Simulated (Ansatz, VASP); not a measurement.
# One calculation of B, two programs

INCAR

```
SYSTEM = B
PREC = Accurate
ENCUT = 520
EDIFF = 1E-6
ISMEAR = 0
SIGMA = 0.1
LREAL = .False.
LASPH = .True.
NELM = 80
ALGO = Normal
ISIF = 2
LWAVE = .False.
LCHARG = .False.
GGA = PE
NBANDS = 10
```

The input KPOINTS:

```
Automatic mesh
0
Gamma
  6 6 4
  0 0 0
```

POSCAR

```
B
1.0
    2.7708101000      0.0000000000      0.0000000000
   -1.3854050500      2.3995919300      0.0000000000
    0.0000000000      0.0000000000      4.8839635100
B
2
Direct
    0.0000000000      0.0000000000      0.1690153100
    0.0000000000      0.0000000000      0.8309846900
```

Input for Ansatz:

```yaml
crystal:
  lattice:
    - [2.7708101, 0.0, 0.0]
    - [-1.38540505, 2.39959193, 0.0]
    - [0.0, 0.0, 4.88396351]
  atoms:
    - { symbol: B, position: [0.0, 0.0, 0.16901531] }
    - { symbol: B, position: [0.0, 0.0, 0.83098469] }
basis:
  ecutwfc: 420
kpoints:
  mp_grid: { grid: [6, 6, 4] }
hamiltonian:
  xc: pbe
scf:
  occupations: { method: gaussian, width: 0.1 }
  lower_state_search: "off"
output:
  forces: true
  stress: true
  eigenvalues: true
```

Alike in both runs: task single point; functional PBE; k mesh 6 × 6 × 4; occupations gaussian, width 0.1 eV; no spin polarisation.

|  | VASP | Ansatz |
| --- | --- | --- |
| version | VASP 6.6.1 | Ansatz 0.2.0 |
| potentials or method | VASP PAW PBE potentials, release 64 (B), cutoff 520 eV | scalar-relativistic, plane waves, PAW |
| valence electrons in the cell | 6 | 6 |

VASP gave:

* gap on the k mesh at the Fermi level (eV): none
* pressure (GPa): -16.5
* traceless stress, the component that is largest in VASP (GPa): 13.57
* rms of the force components (eV/Å): 0.206

Problem. Estimate Ansatz's values.

Solution. gap on the k mesh at the Fermi level (eV): none; pressure (GPa): -16.5; traceless stress, the component that is largest in VASP (GPa): 13.54; rms of the force components (eV/Å): 0.200.

Atom by atom the forces differ by 0.006 eV/Å (rms over components). A gap of «none» marks a metal or a gap that the smearing closes.

The k mesh is coarse, so the values compare programs but aren't converged.
